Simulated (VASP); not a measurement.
# BaCd3Se4 (P4/m) in VASP: single point with PBE

Aim: the single point of BaCd3Se4 with PBE.

Program: VASP 6.6.1. These are calculated values, not measurements. Logs are shortened: lines on timing, memory, paths and dates and some standing lists are left out, and cuts for length are marked.

## 1. The cell of the first run

It takes space group P4/m (No. 83, tetragonal). Conventional cell: a = 6.139 Å, b = 6.139 Å, c = 7.918 Å, α = 90.00°, β = 90.00°, γ = 90.00°. Ba (site symmetry 4/m) has 16 Se at 4.46 to 5.77 Å and 16 Cd at 4.54 to 5.88 Å within 5.9 Å. Cd (site symmetry 4) has 2 Cd at 2.64 Å within 3.5 Å. Within 3.5 Å of Cd (site symmetry 4/m) lie 2 Cd at 2.64 Å and 4 Se at 2.73 Å. Within 3.2 Å of Se (site symmetry m) lie 3 Se at 2.46 to 2.91 Å and 1 Cd at 2.73 Å.

## 2. Single point, PBE

INCAR reads:

```
  PREC = Accurate
  ENCUT = 520
  EDIFF = 1E-6
  ISMEAR = 0
  SIGMA = 0.15
  LREAL = F
  LASPH = T
  NELM = 60
  ALGO = Normal
  ISIF = 2
  LWAVE = F
  LCHARG = F
  GGA = PE
  NBANDS = 45
```

KPOINTS reads:

```
regular mesh
0
Gamma
  3 3 2
```

POSCAR reads:

```
BaCd3Se4
1.0
    6.1389187346      0.0000000000      0.0000000000
    0.0000000000      6.1389187346      0.0000000000
    0.0000000000      0.0000000000      7.9180276568
Ba Cd Se
1 3 4
Direct
    0.5000000000      0.5000000000      0.0000000000
    0.0000000000      0.0000000000      0.8332417207
    0.0000000000      0.0000000000      0.1667582793
    0.0000000000      0.0000000000      0.5000000000
    0.1774082877      0.5929594297      0.5000000000
    0.8225917123      0.4070405703      0.5000000000
    0.4070405703      0.1774082877      0.5000000000
    0.5929594297      0.8225917123      0.5000000000
```

Potentials or basis: VASP PAW PBE potentials, release 64 (Ba_sv, Cd, Se).

On the command line:

```console
$ cat potpaw_PBE.64/Ba_sv/POTCAR potpaw_PBE.64/Cd/POTCAR potpaw_PBE.64/Se/POTCAR > POTCAR
$ mpirun -np 1 vasp_std > vasp.out
```

OUTCAR:

```text
PREC = Accurate
   ENCUT = 520
   EDIFF = 1E-6
   ISMEAR = 0
   LREAL = F
   LASPH = T
   NELM = 60
   ISIF = 2
   GGA = PE

 ion  position               nearest neighbor table
   1  0.500  0.500  0.000-
   2  0.000  0.000  0.833-   4 2.64   3 2.64
   3  0.000  0.000  0.167-   4 2.64   2 2.64
   4  0.000  0.000  0.500-   2 2.64   3 2.64   5 2.73   6 2.73   7 2.73   8 2.73
   5  0.177  0.593  0.500-   6 2.46   4 2.73
   6  0.823  0.407  0.500-   5 2.46   4 2.73
   7  0.407  0.177  0.500-   8 2.46   4 2.73
   8  0.593  0.823  0.500-   7 2.46   4 2.73

  LATTYP: Found a simple tetragonal cell.
 ALAT       =     6.1389187346
 C/A-ratio  =     1.2898081892

  Lattice vectors:

 A1 = (   6.1389187346,   0.0000000000,   0.0000000000)
 A2 = (   0.0000000000,   6.1389187346,   0.0000000000)
 A3 = (   0.0000000000,   0.0000000000,   7.9180276568)

Analysis of symmetry for initial positions (statically):
=====================================================================
 Subroutine PRICEL returns:
 Original cell was already a primitive cell.

 Routine SETGRP: Setting up the symmetry group for a
 simple tetragonal supercell.

 Subroutine GETGRP returns: Found  8 space group operations
 (whereof  8 operations were pure point group operations)
 out of a pool of 16 trial point group operations.

The static configuration has the point symmetry C_4h.

Analysis of symmetry for dynamics (positions and initial velocities):
=====================================================================
 Subroutine PRICEL returns:
 Original cell was already a primitive cell.

 Routine SETGRP: Setting up the symmetry group for a
 simple tetragonal supercell.

 Subroutine GETGRP returns: Found  8 space group operations
 (whereof  8 operations were pure point group operations)
 out of a pool of 16 trial point group operations.

The dynamic configuration has the point symmetry C_4h.

 Subroutine INISYM returns: Found  8 space group operations
 (whereof  8 operations are pure point group operations),
 and found     1 'primitive' translations

----------------------------------------------------------------------------------------

                                     Primitive cell

  volume of cell :     298.4013

  direct lattice vectors                    reciprocal lattice vectors
     6.138918735  0.000000000  0.000000000     0.162895136  0.000000000  0.000000000
     0.000000000  6.138918735  0.000000000     0.000000000  0.162895136  0.000000000
     0.000000000  0.000000000  7.918027657     0.000000000  0.000000000  0.126294078

  length of vectors
     6.138918735  6.138918735  7.918027657     0.162895136  0.162895136  0.126294078

  position of ions in fractional coordinates (direct lattice)
     0.500000000  0.500000000  0.000000000
     0.000000000  0.000000000  0.833241721
     0.000000000  0.000000000  0.166758279
     0.000000000  0.000000000  0.500000000
     0.177408288  0.592959430  0.500000000
     0.822591712  0.407040570  0.500000000
     0.407040570  0.177408288  0.500000000
     0.592959430  0.822591712  0.500000000

  ion indices of the primitive-cell ions
   primitive index   ion index
                 1           1
                 2           2
                 3           3
                 4           4
                 5           5
                 6           6
                 7           7
                 8           8

----------------------------------------------------------------------------------------

 KPOINTS: regular mesh

Automatic generation of k-mesh.
 Grid dimensions read from file:
 generate k-points for:    3    3    2

 Generating k-lattice:

  Cartesian coordinates                     Fractional coordinates (reciprocal lattice)
     0.054298379  0.000000000  0.000000000     0.333333333  0.000000000  0.000000000
     0.000000000  0.054298379  0.000000000     0.000000000  0.333333333  0.000000000
     0.000000000  0.000000000  0.063147039     0.000000000  0.000000000  0.500000000

  Length of vectors
     0.054298379  0.054298379  0.063147039

  Shift w.r.t. Gamma in fractional coordinates (k-lattice)
     0.000000000  0.000000000  0.000000000

 Subroutine IBZKPT returns following result:
 ===========================================

 Found      6 irreducible k-points:

 Following reciprocal coordinates:
            Coordinates               Weight
  0.000000  0.000000  0.000000      1.000000
  0.333333  0.000000  0.000000      4.000000
  0.333333  0.333333  0.000000      4.000000
  0.000000  0.000000  0.500000      1.000000
  0.333333  0.000000  0.500000      4.000000
  0.333333  0.333333  0.500000      4.000000
   k-points           NKPTS =      6   k-points in BZ     NKDIM =      6   number of bands    NBANDS=     45
   number of dos      NEDOS =    301   number of ions     NIONS =      8
   total plane-waves  NPLWV = 138240
   dimension x,y,z NGX =    48 NGY =   48 NGZ =   60
   dimension x,y,z NGXF=    96 NGYF=   96 NGZF=  120
   ions per type =               1   3   4
   NGX,Y,Z   is equivalent  to a cutoff of  13.00, 13.00, 12.60 a.u.
   NGXF,Y,Z  is equivalent  to a cutoff of  26.00, 26.00, 25.20 a.u.
 SYSTEM =  unknown system
   PREC   = accura    normal or accurate (medium, high low for compatibility)
   ISTART =      0    job   : 0-new  1-cont  2-samecut
   ICHARG =      2    charge: 1-file 2-atom 10-const
   ISPIN  =      1    spin polarized calculation?
   LNONCOLLINEAR =      F non collinear calculations
   LSORBIT =      F    spin-orbit coupling
   LASPH  =      T    aspherical Exc in radial PAW
   ENCUT  =  520.0 eV  38.22 Ry    6.18 a.u.  11.41 11.41 14.72*2*pi/ulx,y,z
   NELM   =     60;   NELMIN=  2; NELMDL= -5     # of ELM steps
   EDIFF  = 0.1E-05   stopping-criterion for ELM
   LREAL  =      F    real-space projection
   EDIFFG = 0.1E-04   stopping-criterion for IOM
   NSW    =      0    number of steps for IOM
   IBRION =     -1    ionic relax: 0-MD 1-quasi-New 2-CG
   NFREE  =      0    steps in history (QN), initial steepest desc. (CG)
   ISIF   =      2    stress and relaxation
   ISYM   =      2    0-nonsym 1-usesym 2-fastsym
   POTIM  = 0.5000    time-step for ionic-motion
   TEBEG  =    0.0;   TEEND  =   0.0 temperature during run
   PSTRESS=    0.0 pullay stress
   NELECT =      70.0000    total number of electrons
   NUPDOWN=      -1.0000    fix difference up-down
   EMIN   =  10.00;   EMAX   =-10.00  energy-range for DOS
   EFERMI =   0.00;   METHOD = LEGACY
   ISMEAR =     0;   SIGMA  =   0.15  broadening in eV -4-tet -1-fermi 0-gaus
   EFERMI_NEDOS =   21; number of points for ismear=-14 and -15
   IALGO  =     38    algorithm
   IMIX   =      4    mixing-type and parameters
     AMIX     =   0.40;   BMIX     =  1.00
     AMIX_MAG =   1.60;   BMIX_MAG =  1.00
  volume/ion in A,a.u.               =      37.30       251.71
  Fermi-wavevector in a.u.,A,eV,Ry     =   1.009657  1.907975 13.869881  1.019408
  Thomas-Fermi vector in A             =   2.142599
   LORBIT       =      0    0 simple, 1 ext, 2 COOP (PROOUT), +10 PAW based schemes
   GGA     = PE    functional components
   LHFCALC =     F    Hartree Fock is set to
   AEXX    =    0.0000 exact exchange contribution
   IVDW    =     0    specifies the selected vdW correction
   LEPSILON=     F    determine dielectric tensor
   LRPA    =     F    only Hartree local field effects (RPA)
 non-spin polarized calculation
 Gauss-broadening in eV      SIGMA  =   0.15
  energy-cutoff  :      520.00
  volume of cell :      298.40
 maximum number of plane-waves:      8054
 NGX is ok and might be reduce to    48
   NGX = 23   NGY = 23   NGZ = 29

 number of electron      69.9999996 magnetization

 Free energy of the ion-electron system (eV)
  ---------------------------------------------------
  ext. energy  EPLUGINS =         0.00000000
  ---------------------------------------------------
  free energy    TOTEN  =       -18.35626863 eV

  energy without entropy =      -18.30864240  energy(sigma->0) =      -18.33245551

 E-fermi :   1.4166     XC(G=0):  -7.9339

 val. band max:        1.3375208105   @ k =   0.3333   0.0000   0.5000
 cond. band min:       1.5001839423   @ k =   0.3333   0.0000   0.5000
 fundamental gap:      0.1626631318
 Fermi energy:         1.4166332048

 k-point     1 :       0.0000    0.0000    0.0000
  band No.  band energies     occupation
      1     -28.8165      2.00000
      2     -13.8881      2.00000
      3     -13.8881      2.00000
      4     -13.8141      2.00000
      5     -13.1459      2.00000
      6     -11.7500      2.00000
[... 37 lines left out ...]
     44       4.3320      0.00000
     45       4.3322      0.00000

 k-point     2 :       0.3333    0.0000    0.0000
  band No.  band energies     occupation
      1     -28.8164      2.00000
      2     -13.8930      2.00000
      3     -13.8878      2.00000
      4     -13.8137      2.00000
      5     -12.8703      2.00000
      6     -12.1791      2.00000
[... 37 lines left out ...]
     44       4.5538      0.00000
     45       4.7174      0.00000

 k-point     3 :       0.3333    0.3333    0.0000
  band No.  band energies     occupation
      1     -28.8163      2.00000
      2     -13.8925      2.00000
      3     -13.8923      2.00000
      4     -13.8133      2.00000
      5     -12.6427      2.00000
      6     -12.2528      2.00000
[... 37 lines left out ...]
     44       3.7693      0.00000
     45       4.4481      0.00000

 k-point     4 :       0.0000    0.0000    0.5000
  band No.  band energies     occupation
      1     -28.8165      2.00000
      2     -13.8879      2.00000
      3     -13.8879      2.00000
      4     -13.8228      2.00000
      5     -13.1342      2.00000
      6     -11.7499      2.00000
[... 37 lines left out ...]
     44       4.0028      0.00000
     45       4.3084      0.00000

 k-point     5 :       0.3333    0.0000    0.5000
  band No.  band energies     occupation
      1     -28.8164      2.00000
      2     -13.8924      2.00000
      3     -13.8876      2.00000
      4     -13.8190      2.00000
      5     -12.8636      2.00000
      6     -12.1790      2.00000
[... 37 lines left out ...]
     44       3.9054      0.00000
     45       4.5419      0.00000

 k-point     6 :       0.3333    0.3333    0.5000
  band No.  band energies     occupation
      1     -28.8163      2.00000
      2     -13.8920      2.00000
      3     -13.8918      2.00000
      4     -13.8167      2.00000
      5     -12.6398      2.00000
      6     -12.2537      2.00000
[... 37 lines left out ...]
     44       4.0284      0.00000
     45       4.0593      0.00000

------------------------ aborting loop because EDIFF is reached ----------------------------------------

  FORCE on cell =-STRESS in cart. coord.  units (eV):
  Direction    XX          YY          ZZ          XY          YZ          ZX
  --------------------------------------------------------------------------------------
  -------------------------------------------------------------------------------------
  Total        1.1972054      1.1972054      0.5430186      0.0000004     -0.0000000      0.0000000
  in kB        6.4280385      6.4280385      2.9155771      0.0000020     -0.0000000      0.0000000
  external PRESSURE =       5.2572180 kB  Pullay stress =       0.0000000 kB

 VOLUME and BASIS-vectors are now :
 -----------------------------------------------------------------------------
  energy-cutoff  :      520.00
  volume of cell :      298.40
      direct lattice vectors                 reciprocal lattice vectors
     6.138918735  0.000000000  0.000000000     0.162895136  0.000000000  0.000000000
     0.000000000  6.138918735  0.000000000     0.000000000  0.162895136  0.000000000
     0.000000000  0.000000000  7.918027657     0.000000000  0.000000000  0.126294078

 POSITION                                       TOTAL-FORCE (eV/Angst)
 -----------------------------------------------------------------------------------
      3.06946      3.06946      0.00000         0.000000      0.000000      0.000000
      0.00000      0.00000      6.59763        -0.000000      0.000000     -0.033438
      0.00000      0.00000      1.32040         0.000000      0.000000      0.033438
      0.00000      0.00000      3.95901         0.000000      0.000000      0.000000
      1.08910      3.64013      3.95901         0.043046      0.007521      0.000000
      5.04982      2.49879      3.95901        -0.043046     -0.007521      0.000000
      2.49879      1.08910      3.95901        -0.007521      0.043046      0.000000
      3.64013      5.04982      3.95901         0.007521     -0.043046      0.000000
 -----------------------------------------------------------------------------------
    total drift:                               -0.000000      0.000000     -0.000000

  FREE ENERGIE OF THE ION-ELECTRON SYSTEM (eV)
  ---------------------------------------------------
  free  energy   TOTEN  =       -18.3562686252 eV

  energy  without entropy=      -18.3086424010  energy(sigma->0) =      -18.33245551
```

Wall time 53 s (1 thread of AMD EPYC 9R45 (Zen 5), shared host); peak memory 0.36 GiB.

What came out:

* Free energy: -18.3563 eV
* Pressure: 0.5 GPa
* Largest force: 0.044 eV/Å
* Band gap on the k mesh: zero (band 35 reaches 2.27 eV, above the bottom of band 36 at 1.05 eV)

Forces on the atoms (eV/Å):
```
Ba   0.000  0.000  0.000
Cd   0.000  0.000 -0.033
Cd   0.000  0.000  0.033
Cd   0.000  0.000  0.000
Se   0.043  0.008  0.000
Se  -0.043 -0.008  0.000
Se  -0.008  0.043  0.000
Se   0.008 -0.043  0.000
```

Stress tensor (GPa, compression positive):
```
0.64 0.00 0.00
0.00 0.64 0.00
0.00 0.00 0.29
```

Levels at points of the mesh, in eV from the Fermi level:
```csv
k point,band 33,band 34,band 35,band 36,band 37,band 38
"(0.00, 0.00, 0.00)",-1.11,-1.02,0.85,0.94,1.38,1.38
"(0.00, 0.00, 0.50)",-1.08,0.20,0.67,0.89,1.08,1.66
```

Caveat: the k points lie up to 0.40 Å⁻¹ apart; spin-orbit coupling is left out, which moves the levels of the heavy elements.
